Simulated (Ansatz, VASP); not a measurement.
**InAs: VASP beside Ansatz**

File INCAR:

```
  PREC = Accurate
  ENCUT = 520
  EDIFF = 1E-6
  ISMEAR = 0
  SIGMA = 0.05
  LREAL = F
  LASPH = T
  NELM = 60
  ALGO = Normal
  ISIF = 2
  LWAVE = F
  LCHARG = F
  GGA = PS
  NBANDS = 16
```

File KPOINTS:

```
Automatic mesh
0
Gamma
  14 14 14
```

Contents of POSCAR:

```
InAs
1.0
    0.0000000000      2.7870470827      2.7870470827
    2.7870470827      0.0000000000      2.7870470827
    2.7870470827      2.7870470827      0.0000000000
In As
1 1
Direct
    0.5000000000      0.5000000000      0.5000000000
    0.0000000000      0.0000000000      0.0000000000
```

Input for Ansatz:

```yaml
crystal:
  lattice:
    - [0.0, 2.7870470827, 2.7870470827]
    - [2.7870470827, 0.0, 2.7870470827]
    - [2.7870470827, 2.7870470827, 0.0]
  atoms:
    - { symbol: In, position: [0.5, 0.5, 0.5] }
    - { symbol: As, position: [0.0, 0.0, 0.0] }
basis:
  ecutwfc: 420
  ecutrho_ratio: 4
kpoints:
  mp_grid: { grid: [14, 14, 14] }
hamiltonian:
  xc: pbesol
scf:
  occupations: { method: gaussian, width: 0.05 }
output:
  forces: true
  stress: true
  eigenvalues: true
```

Alike in both runs: task single point; functional PBEsol; k mesh 14 × 14 × 14; occupations gaussian, width 0.05 eV; no spin polarisation.

|  | VASP | Ansatz |
| --- | --- | --- |
| version | VASP 6.6.1 | Ansatz 0.2.0 |
| potentials or method | VASP PAW PBE potentials, release 64 (In_d, As), cutoff 520 eV | scalar-relativistic, plane waves, PAW |
| valence electrons in the cell | 18 | 28 |

VASP gave:

```
gap on the k mesh at the Fermi level (eV) : none
pressure (GPa)                            : 3.5
```

Problem. Estimate Ansatz's values.

Solution. gap on the k mesh at the Fermi level (eV): none; pressure (GPa): 3.3.

VASP's potentials were made for PBE, not for PBEsol. A gap of «none» marks a metal or a gap that the smearing closes. VASP's potentials hold 18 valence electrons a cell and Ansatz's 28, so a difference there can come from the potentials and not from the codes.
